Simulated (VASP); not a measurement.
# Rb (P6_3/mmc) in VASP: further runs

Rb is run at these levels: PBEsol; tasks: single point.

Everything below comes from runs of VASP 6.6.1. Logs are shortened: lines on timing, memory, paths and dates and some standing lists are left out, and cuts for length are marked.

**1. The cell of the first run**

It takes space group P6_3/mmc (No. 194, hexagonal). Conventional cell: a = 3.676 Å, b = 3.676 Å, c = 5.955 Å, α = 90.00°, β = 90.00°, γ = 120.00°. Rb (site symmetry -6m2) has 12 Rb at 3.66 to 3.68 Å within 4.8 Å.

This isn't the form of Rb at room conditions, which is bcc.

**2. Single point, PBEsol (34.84 Å³/atom)**

INCAR

```
SYSTEM = Rb
  PREC = Accurate
  ENCUT = 520
  EDIFF = 1E-6
  ISMEAR = -1
  SIGMA = 0.05
  LREAL = .False.
  LASPH = .True.
  NELM = 60
  ALGO = Normal
  ISIF = 2
  LWAVE = .False.
  LCHARG = .False.
  GGA = PS
  NBANDS = 16
```

KPOINTS

```
regular mesh
0
Gamma
  10 10 6
  0 0 0
```

POSCAR

```
Rb
1.0
    3.6758756666      0.0000000000      0.0000000000
   -1.8379378333      3.1834017084      0.0000000000
    0.0000000000      0.0000000000      5.9549185798
Rb
2
Direct
    0.3333333333      0.6666666667      0.2500000000
    0.6666666667      0.3333333333      0.7500000000
```

Potentials or basis: VASP PAW PBE potentials, release 64 (Rb_sv).

Command:

```sh
cat potpaw_PBE.64/Rb_sv/POTCAR > POTCAR
mpirun -np 1 vasp_std > vasp.out
```

OUTCAR:

```text
SYSTEM = Rb
   PREC = Accurate
   ENCUT = 520
   EDIFF = 1E-6
   ISMEAR = -1
   LREAL = .False.
   LASPH = .True.
   NELM = 60
   ISIF = 2
   GGA = PS

 ion  position               nearest neighbor table
   1  0.333  0.667  0.250-   2 3.66   2 3.66   2 3.66   2 3.66   2 3.66   2 3.66   2 5.18   2 5.18
                             2 5.18   2 5.18   2 5.18   2 5.18
   2  0.667  0.333  0.750-   1 3.66   1 3.66   1 3.66   1 3.66   1 3.66   1 3.66   1 5.18   1 5.18
                             1 5.18   1 5.18   1 5.18   1 5.18

  LATTYP: Found a hexagonal cell.
 ALAT       =     3.6758756666
 C/A-ratio  =     1.6200000000

  Lattice vectors:

 A1 = (   3.6758756666,   0.0000000000,   0.0000000000)
 A2 = (  -1.8379378333,   3.1834017084,   0.0000000000)
 A3 = (   0.0000000000,   0.0000000000,   5.9549185798)

Analysis of symmetry for initial positions (statically):
=====================================================================
 Subroutine PRICEL returns:
 Original cell was already a primitive cell.

 Routine SETGRP: Setting up the symmetry group for a
 hexagonal supercell.

 Subroutine GETGRP returns: Found 24 space group operations
 (whereof 12 operations were pure point group operations)
 out of a pool of 24 trial point group operations.

The static configuration has the point symmetry D_3d.
 The point group associated with its full space group is D_6h.

Analysis of symmetry for dynamics (positions and initial velocities):
=====================================================================
 Subroutine PRICEL returns:
 Original cell was already a primitive cell.

 Routine SETGRP: Setting up the symmetry group for a
 hexagonal supercell.

 Subroutine GETGRP returns: Found 24 space group operations
 (whereof 12 operations were pure point group operations)
 out of a pool of 24 trial point group operations.

The dynamic configuration has the point symmetry D_3d.
 The point group associated with its full space group is D_6h.

 Subroutine INISYM returns: Found 24 space group operations
 (whereof 12 operations are pure point group operations),
 and found     1 'primitive' translations

----------------------------------------------------------------------------------------

                                     Primitive cell

  volume of cell :      69.6832

  direct lattice vectors                    reciprocal lattice vectors
     3.675875667  0.000000000  0.000000000     0.272044022  0.157064689  0.000000000
    -1.837937833  3.183401708  0.000000000     0.000000000  0.314129378  0.000000000
     0.000000000  0.000000000  5.954918580     0.000000000  0.000000000  0.167928409

  length of vectors
     3.675875667  3.675875667  5.954918580     0.314129378  0.314129378  0.167928409

  position of ions in fractional coordinates (direct lattice)
     0.333333333  0.666666667  0.250000000
     0.666666667  0.333333333  0.750000000

  ion indices of the primitive-cell ions
   primitive index   ion index
                 1           1
                 2           2

----------------------------------------------------------------------------------------

 KPOINTS: regular mesh

Automatic generation of k-mesh.
 Grid dimensions read from file:
 generate k-points for:   10   10    6

 Generating k-lattice:

  Cartesian coordinates                     Fractional coordinates (reciprocal lattice)
     0.027204402  0.015706469  0.000000000     0.100000000  0.000000000  0.000000000
     0.000000000  0.031412938  0.000000000     0.000000000  0.100000000  0.000000000
     0.000000000  0.000000000  0.027988068     0.000000000  0.000000000  0.166666667

  Length of vectors
     0.031412938  0.031412938  0.027988068

  Shift w.r.t. Gamma in fractional coordinates (k-lattice)
     0.000000000  0.000000000  0.000000000

 Subroutine IBZKPT returns following result:
 ===========================================

 Found     56 irreducible k-points:

 Following reciprocal coordinates:
            Coordinates               Weight
  0.000000  0.000000  0.000000      1.000000
  0.100000  0.000000  0.000000      6.000000
  0.200000  0.000000  0.000000      6.000000
  0.300000  0.000000  0.000000      6.000000
  0.400000  0.000000  0.000000      6.000000
  0.500000 -0.000000  0.000000      3.000000
[... 16 lines left out ...]
  0.300000  0.100000  0.166667     24.000000
  0.400000  0.100000  0.166667     24.000000
 [... further k-points ...]
   k-points           NKPTS =     56   k-points in BZ     NKDIM =     56   number of bands    NBANDS=     16
   number of dos      NEDOS =    301   number of ions     NIONS =      2
   total plane-waves  NPLWV =  37632
   dimension x,y,z NGX =    28 NGY =   28 NGZ =   48
   dimension x,y,z NGXF=    56 NGYF=   56 NGZF=   96
   ions per type =               2
   NGX,Y,Z   is equivalent  to a cutoff of  12.66, 12.66, 13.40 a.u.
   NGXF,Y,Z  is equivalent  to a cutoff of  25.33, 25.33, 26.80 a.u.
 SYSTEM =  Rb
   PREC   = accura    normal or accurate (medium, high low for compatibility)
   ISTART =      0    job   : 0-new  1-cont  2-samecut
   ICHARG =      2    charge: 1-file 2-atom 10-const
   ISPIN  =      1    spin polarized calculation?
   LNONCOLLINEAR =      F non collinear calculations
   LSORBIT =      F    spin-orbit coupling
   LASPH  =      T    aspherical Exc in radial PAW
   ENCUT  =  520.0 eV  38.22 Ry    6.18 a.u.   6.83  6.83 11.07*2*pi/ulx,y,z
   NELM   =     60;   NELMIN=  2; NELMDL= -5     # of ELM steps
   EDIFF  = 0.1E-05   stopping-criterion for ELM
   LREAL  =      F    real-space projection
   EDIFFG = 0.1E-04   stopping-criterion for IOM
   NSW    =      0    number of steps for IOM
   IBRION =     -1    ionic relax: 0-MD 1-quasi-New 2-CG
   NFREE  =      0    steps in history (QN), initial steepest desc. (CG)
   ISIF   =      2    stress and relaxation
   ISYM   =      2    0-nonsym 1-usesym 2-fastsym
   POTIM  = 0.5000    time-step for ionic-motion
   TEBEG  =    0.0;   TEEND  =   0.0 temperature during run
   PSTRESS=    0.0 pullay stress
   NELECT =      18.0000    total number of electrons
   NUPDOWN=      -1.0000    fix difference up-down
   EMIN   =  10.00;   EMAX   =-10.00  energy-range for DOS
   EFERMI =   0.00;   METHOD = LEGACY
   ISMEAR =    -1;   SIGMA  =   0.05  broadening in eV -4-tet -1-fermi 0-gaus
   EFERMI_NEDOS =   21; number of points for ismear=-14 and -15
   IALGO  =     38    algorithm
   IMIX   =      4    mixing-type and parameters
     AMIX     =   0.40;   BMIX     =  1.00
     AMIX_MAG =   1.60;   BMIX_MAG =  1.00
  volume/ion in A,a.u.               =      34.84       235.12
  Fermi-wavevector in a.u.,A,eV,Ry     =   1.042613  1.970252 14.790091  1.087041
  Thomas-Fermi vector in A             =   2.177286
   LORBIT       =      0    0 simple, 1 ext, 2 COOP (PROOUT), +10 PAW based schemes
   GGA     = PS    functional components
   LHFCALC =     F    Hartree Fock is set to
   AEXX    =    0.0000 exact exchange contribution
   IVDW    =     0    specifies the selected vdW correction
   LEPSILON=     F    determine dielectric tensor
   LRPA    =     F    only Hartree local field effects (RPA)
 non-spin polarized calculation
  energy-cutoff  :      520.00
  volume of cell :       69.68
 maximum number of plane-waves:      1890
 NGX is ok and might be reduce to    28
   NGX = 13   NGY = 13   NGZ = 23

 number of electron      18.0000000 magnetization

 Free energy of the ion-electron system (eV)
  ---------------------------------------------------
  ext. energy  EPLUGINS =         0.00000000
  ---------------------------------------------------
  free energy    TOTEN  =        -0.04018808 eV

  energy without entropy =       -0.02499738  energy(sigma->0) =       -0.03259273

 E-fermi :   3.4542     XC(G=0):  -8.6059

 val. band max:        3.4415380060   @ k =   0.5000  -0.0000   0.0000
 cond. band min:       3.4592184278   @ k =   0.5000  -0.0000   0.1667
 fundamental gap:      0.0176804218
 Fermi energy:         3.4541664973

 k-point     1 :       0.0000    0.0000    0.0000
  band No.  band energies     occupation
      1     -25.7800      2.00000
      2     -25.5476      2.00000
      3     -10.7392      2.00000
      4      -9.3102      2.00000
      5      -9.3102      2.00000
      6      -9.1148      2.00000
[... 8 lines left out ...]
     15       8.1938      0.00000
     16       8.1938      0.00000

 k-point     2 :       0.1000    0.0000    0.0000
  band No.  band energies     occupation
      1     -25.7616      2.00000
      2     -25.5390      2.00000
      3     -10.6888      2.00000
      4      -9.4408      2.00000
      5      -9.3493      2.00000
      6      -9.2525      2.00000
[... 8 lines left out ...]
     15       7.9670      0.00000
     16       8.4556      0.00000

 k-point     3 :       0.2000    0.0000    0.0000
  band No.  band energies     occupation
      1     -25.7117      2.00000
      2     -25.5173      2.00000
      3     -10.5464      2.00000
      4      -9.7764      2.00000
      5      -9.5772      2.00000
      6      -9.4445      2.00000
[... 8 lines left out ...]
     15       8.0688      0.00000
     16       8.3233      0.00000

 k-point     4 :       0.3000    0.0000    0.0000
  band No.  band energies     occupation
      1     -25.6453      2.00000
      2     -25.4941      2.00000
      3     -10.3388      2.00000
      4     -10.1722      2.00000
      5      -9.9297      2.00000
      6      -9.5525      2.00000
[... 8 lines left out ...]
     15       7.5300      0.00000
     16       9.5202      0.00000
[... 324 lines left out ...]
 k-point    22 :       0.2000    0.1000    0.1667
  band No.  band energies     occupation
      1     -25.6581      2.00000
      2     -25.5129      2.00000
      3     -10.4042      2.00000
      4      -9.9600      2.00000
      5      -9.8405      2.00000
      6      -9.5105      2.00000
[... 8 lines left out ...]
     15       7.7382      0.00000
     16       8.8523      0.00000

 k-point    23 :       0.3000    0.1000    0.1667
  band No.  band energies     occupation
      1     -25.5964      2.00000
      2     -25.4925      2.00000
      3     -10.4200      2.00000
      4     -10.2080      2.00000
      5      -9.9732      2.00000
      6      -9.6359      2.00000
[... 8 lines left out ...]
     15       7.3072      0.00000
     16       9.6176      0.00000

 k-point    24 :       0.4000    0.1000    0.1667
  band No.  band energies     occupation
      1     -25.5517      2.00000
      2     -25.4859      2.00000
      3     -10.5707      2.00000
      4     -10.3202      2.00000
      5      -9.9107      2.00000
      6      -9.6908      2.00000
[... 8 lines left out ...]
     15       7.6146      0.00000
     16      10.5622      0.00000

 [... further k-points ...]

------------------------ aborting loop because EDIFF is reached ----------------------------------------

  FORCE on cell =-STRESS in cart. coord.  units (eV):
  Direction    XX          YY          ZZ          XY          YZ          ZX
  --------------------------------------------------------------------------------------
  -------------------------------------------------------------------------------------
  Total        4.9679405      4.9679405      5.1626076     -0.0000000      0.0000000      0.0000000
  in kB      114.2244000    114.2244000    118.7002446     -0.0000000      0.0000000      0.0000000
  external PRESSURE =     115.7163482 kB  Pullay stress =       0.0000000 kB

 VOLUME and BASIS-vectors are now :
 -----------------------------------------------------------------------------
  energy-cutoff  :      520.00
  volume of cell :       69.68
      direct lattice vectors                 reciprocal lattice vectors
     3.675875667  0.000000000  0.000000000     0.272044022  0.157064689  0.000000000
    -1.837937833  3.183401708  0.000000000     0.000000000  0.314129378  0.000000000
     0.000000000  0.000000000  5.954918580     0.000000000  0.000000000  0.167928409

 POSITION                                       TOTAL-FORCE (eV/Angst)
 -----------------------------------------------------------------------------------
     -0.00000      2.12227      1.48873        -0.000000      0.000000      0.000000
      1.83794      1.06113      4.46619         0.000000     -0.000000     -0.000000
 -----------------------------------------------------------------------------------
    total drift:                               -0.000000      0.000000     -0.000000

  FREE ENERGIE OF THE ION-ELECTRON SYSTEM (eV)
  ---------------------------------------------------
  free  energy   TOTEN  =        -0.0401880791 eV

  energy  without entropy=       -0.0249973849  energy(sigma->0) =       -0.03259273
```

Run time: 40 s. Hardware: 1 thread of Intel Xeon Platinum 8259CL at 2.50GHz (Skylake/Cascade Lake), shared host; peak memory 0.2 GiB.

Results:

```
Free energy            : -0.0402 eV
Pressure               : 11.6 GPa
Band gap on the k mesh : zero (bands 9 and 10 overlap by 2.19 eV)
```

Levels at points of the mesh, in eV from the Fermi level:
```tsv
k point	band 5	band 6	band 7	band 8	band 9	band 10	band 11	band 12	band 13	band 14
(0.00, 0.00, 0.00)	-12.76	-12.57	-12.57	-12.55	-3.10	-0.49	2.79	3.85	3.85	4.02
(0.50, 0.00, 0.00)	-13.46	-13.12	-12.94	-12.75	-0.01	0.04	0.30	2.15	3.36	3.61
(0.00, 0.00, 0.50)	-12.67	-12.67	-12.67	-12.67	-1.49	-1.49	2.64	2.64	3.86	3.86
(0.50, 0.00, 0.50)	-12.95	-12.95	-12.94	-12.94	-0.44	-0.44	1.70	1.70	3.49	3.49
```

Caveat: the cell stands under pressure; the PAW data sets were made with another functional, which shifts forces and pressure a little.

**3. Single point, PBEsol (43.55 Å³/atom)**

This run uses another cell than the first one, of 43.55 Å³/atom.

INCAR

```
PREC     = Accurate       # precision mode
ENCUT    = 520            # plane-wave cutoff, eV
EDIFF    = 1E-6           # SCF threshold, eV
ISMEAR   = -1             # smearing method
SIGMA    = 0.05           # smearing width, eV
LREAL    = F              # projectors in reciprocal space
LASPH    = T              # aspherical terms in the spheres
NELM     = 100            # most SCF steps
ALGO     = Normal         # electronic algorithm
ISIF     = 2              # what is computed and relaxed
LWAVE    = F              # write WAVECAR
LCHARG   = F              # write CHGCAR
GGA      = PS             # functional
NBANDS   = 16             # bands
```

KPOINTS

```
regular mesh
0
Gamma
  10 10 6
```

POSCAR

```
Rb
1.0
    3.9597170262      0.0000000000      0.0000000000
   -1.9798585131      3.4292155365      0.0000000000
    0.0000000000      0.0000000000      6.4147415823
Rb
2
Direct
    0.3333333333      0.6666666667      0.2500000000
    0.6666666667      0.3333333333      0.7500000000
```

Potentials or basis: VASP PAW PBE potentials, release 64 (Rb_sv).

Command:

```sh
cat potpaw_PBE.64/Rb_sv/POTCAR > POTCAR
mpirun -np 1 vasp_std > vasp.out
```

It took 57 s on 1 thread of Intel Xeon Platinum 8259CL at 2.50GHz (Skylake/Cascade Lake), shared host; peak memory 0.23 GiB.

It converged, with:

* Free energy: -0.9846 eV
* Pressure: 6.4 GPa
* Band gap on the k mesh: zero (bands 9 and 10 overlap by 2.44 eV)

Stress tensor (GPa, compression positive):
```
6.37 0.00 0.00
0.00 6.37 0.00
0.00 0.00 6.52
```

Levels at points of the mesh, in eV from the Fermi level:
| k point | band 6 | band 7 | band 8 | band 9 | band 10 | band 11 | band 12 | band 13 |
| --- | --- | --- | --- | --- | --- | --- | --- | --- |
| (0.00, 0.00, 0.00) | -12.61 | -12.61 | -12.60 | -2.97 | -0.26 | 1.89 | 3.84 | 3.84 |
| (0.50, 0.00, 0.00) | -12.93 | -12.82 | -12.72 | 0.02 | 0.36 | 0.67 | 1.59 | 2.96 |
| (0.00, 0.00, 0.50) | -12.67 | -12.67 | -12.67 | -1.65 | -1.65 | 2.58 | 2.58 | 3.86 |
| (0.50, 0.00, 0.50) | -12.83 | -12.82 | -12.82 | -0.12 | -0.12 | 1.80 | 1.80 | 2.75 |

Caveat: the cell stands under pressure; the PAW data sets were made with another functional, which shifts forces and pressure a little.

**4. Single point, PBEsol (43.55 Å³/atom)**

This run uses another cell than the first one, of 43.55 Å³/atom.

INCAR

```
SYSTEM = Rb
PREC = Accurate
ENCUT = 520
EDIFF = 1E-6
ISMEAR = -1
SIGMA = 0.05
LREAL = .FALSE.
LASPH = .TRUE.
NELM = 60
ALGO = Normal
ISIF = 2
LWAVE = .FALSE.
LCHARG = .FALSE.
GGA = PS
NBANDS = 16
```

KPOINTS

```
Automatic mesh
0
G
  10 10 6
  0 0 0
```

POSCAR is that of step 3.

Command:

```sh
cat potpaw_PBE.64/Rb_sv/POTCAR > POTCAR
mpirun -np 1 vasp_std > vasp.out
```

Run time: 53 s. Hardware: 1 thread of Intel Xeon Platinum 8259CL at 2.50GHz (Skylake/Cascade Lake), shared host; peak memory 0.22 GiB.

Results (log left out):

```yaml
Free_energy: -0.9846 eV
Pressure: 6.4 GPa
Band_gap_on_the_k_mesh: zero (bands 9 and 10 overlap by 2.44 eV)
```

Stress tensor (GPa, compression positive):
```
6.37 0.00 0.00
0.00 6.37 0.00
0.00 0.00 6.52
```

Levels at points of the mesh, in eV from the Fermi level:
```tsv
k point	band 7	band 8	band 9	band 10	band 11	band 12
(0.00, 0.00, 0.00)	-12.61	-12.60	-2.97	-0.26	1.89	3.84
(0.50, 0.00, 0.00)	-12.82	-12.72	0.02	0.36	0.67	1.59
(0.00, 0.00, 0.50)	-12.67	-12.67	-1.65	-1.65	2.58	2.58
(0.50, 0.00, 0.50)	-12.82	-12.82	-0.12	-0.12	1.80	1.80
```

Caveat: the cell stands under pressure; the PAW data sets were made with another functional, which shifts forces and pressure a little.

(Part 1 of 2 ends here.)
